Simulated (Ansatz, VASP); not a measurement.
**One calculation of MnF2, two programs**

Contents of INCAR:

```
SYSTEM = MnF2
PREC = Accurate
ENCUT = 520
EDIFF = 1E-6
ISMEAR = 0
SIGMA = 0.05
LREAL = .FALSE.
LASPH = .TRUE.
NELM = 150
ALGO = Normal
ISIF = 2
LWAVE = .FALSE.
LCHARG = .FALSE.
ISPIN = 2
MAGMOM = 4.7 -4.7 0 0 0 0
LORBIT = 11
LMAXMIX = 4
LDAU = .TRUE.
LDAUTYPE = 2
LDAUL = 2 -1
LDAUU = 3.9 0
LDAUJ = 0 0
LDAUPRINT = 1
GGA = PE
NBANDS = 40
```

The input KPOINTS:

```
Automatic mesh
0
G
  4 4 6
  0 0 0
```

File POSCAR:

```
MnF2
1.0
    4.9805154259      0.0000000003      0.0000000000
    0.0000000003      4.9805154259      0.0000000000
    0.0000000000      0.0000000000      3.3582089779
Mn F
2 4
Direct
    0.0000000000      0.0000000000      0.0000000000
    0.5000000000      0.5000000000      0.5000000000
    0.3050554749      0.3050554749      0.0000000000
    0.1949445244      0.8050554756      0.5000000000
    0.6949445251      0.6949445251      0.0000000000
    0.8050554756      0.1949445244      0.5000000000
```

Input for Ansatz:

```yaml
crystal:
  lattice:
    - [4.9805154259, 3.0e-10, 0.0]
    - [3.0e-10, 4.9805154259, 0.0]
    - [0.0, 0.0, 3.3582089779]
  atoms:
    - { symbol: Mn, position: [0.0, 0.0, 0.0], spin: 4.7 }
    - { symbol: Mn, position: [0.5, 0.5, 0.5], spin: -4.7 }
    - { symbol: F, position: [0.3050554749, 0.3050554749, 0.0] }
    - { symbol: F, position: [0.1949445244, 0.8050554756, 0.5] }
    - { symbol: F, position: [0.6949445251, 0.6949445251, 0.0] }
    - { symbol: F, position: [0.8050554756, 0.1949445244, 0.5] }
basis:
  ecutwfc: 420
  ecutrho_ratio: 4
kpoints:
  mp_grid: { grid: [4, 4, 6] }
  band_path:
    path:
      - [[0.0, 0.0, 0.0], [0.0, 0.5, 0.0], [0.5, 0.5, 0.0], [0.0, 0.0, 0.0], [0.0, 0.0, 0.5], [0.0, 0.5, 0.5], [0.5, 0.5, 0.5], [0.0, 0.0, 0.5]]
      - [[0.0, 0.5, 0.0], [0.0, 0.5, 0.5]]
      - [[0.5, 0.5, 0.0], [0.5, 0.5, 0.5]]
    npoints: 14
hamiltonian:
  xc: pbe
  hubbard: { sites: [{ species: Mn, l: d, u_eff: 3.9 }] }
scf:
  occupations: { method: gaussian, width: 0.05 }
  lower_state_search: "off"
  n_extra_bands: 25
output:
  forces: true
  stress: true
  eigenvalues: true
  populations: true
  hubbard: { sites: [{ species: Mn, l: d }] }
  dos: { projected: true, de: 0.02, nscf_kmesh: { grid: [6, 6, 9] } }
  bader: true
magnetization:
  spin_polarized: true
checkpoint:
  read: start.run
  write: ck
  compress: false
  write_wavefunctions: false
  write_every: 100000
```

Alike in both runs: task single point; functional PBE; k mesh 4 × 4 × 6; occupations gaussian, width 0.05 eV; collinear spin; Hubbard terms Mn d U = 3.9 eV.

```csv
,VASP,Ansatz
version,VASP 6.6.1,Ansatz 0.2.0
potentials or method,"VASP PAW PBE potentials, release 64 (Mn_pv, F), cutoff 520 eV","scalar-relativistic, plane waves, PAW"
valence electrons in the cell,54,58
```

```tsv
	VASP	Ansatz	Ansatz less VASP
gap on the k mesh at the Fermi level (eV)	3.55	3.63	+0.082
least direct gap on the mesh (eV)	3.58	3.67	+0.083
pressure (GPa)	-0.9	0.0	+0.86
traceless stress, the component that is largest in VASP (GPa)	-0.13	0.01	+0.147
net moment per atom (μB)	0.00	0.00	0.000
size of the moment on the site where the two differ most (μB)	4.68	4.28	-0.403
```

Site moments also hang on the region over which each program counts them. The programs project onto different local orbitals, so the same U acts differently, and such runs can settle in different states. VASP's potentials hold 54 valence electrons a cell and Ansatz's 58, so a difference there can come from the potentials and not from the codes. Ansatz's warnings: stability check not made.
